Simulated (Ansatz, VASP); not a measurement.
# AlCuC4N4 in VASP and in Ansatz

```
Al Cu C N
1.0
     5.86040    0.00000    0.00000
     0.00000    5.86040    0.00000
     0.00000    0.00000    5.86040
Al Cu C N
1 1 4 4
Direct
  0.00000 0.00000 0.00000
  0.50000 0.50000 0.50000
  0.19360 0.19360 0.19360
  0.19360 0.80640 0.80640
  0.80640 0.19360 0.80640
  0.80640 0.80640 0.19360
  0.30825 0.30825 0.30825
  0.30825 0.69175 0.69175
  0.69175 0.30825 0.69175
  0.69175 0.69175 0.30825
```

Alike in both runs: functional PBE; k mesh 4 × 4 × 4; occupations gaussian, width 0.1 eV; collinear spin.

Ansatz relaxed the structure, and its values are those at the end. VASP's run is a single point on that final structure, the one shown.

```csv
,VASP,Ansatz
version,VASP 6.6.1,Ansatz 0.2.0
potentials or method,"VASP PAW PBE potentials, release 64 (Al, Cu_sv_GW, C, N), cutoff 820 eV","scalar-relativistic, plane waves, PAW"
valence electrons in the cell,58,58
```

```tsv
	VASP	Ansatz	Ansatz less VASP
gap on the k mesh at the Fermi level (eV)	3.02	3.02	+0.001
least direct gap on the mesh (eV)	3.09	3.09	+0.003
pressure (GPa)	0.4	0.2	-0.23
rms of the force components (eV/Å)	0.213	0.027	-0.1863
net moment per atom (μB)	0.00	0.00	0.000
```

One of these differences is far larger than is usual between the two programs; its cause wasn't traced. With one functional, cell and mesh, what is left measures potentials, basis and numerics. Ansatz's warnings: seeded moment not kept.

Noted on VASP's run: the standard files for N, O and F lose accuracy on very short bonds.
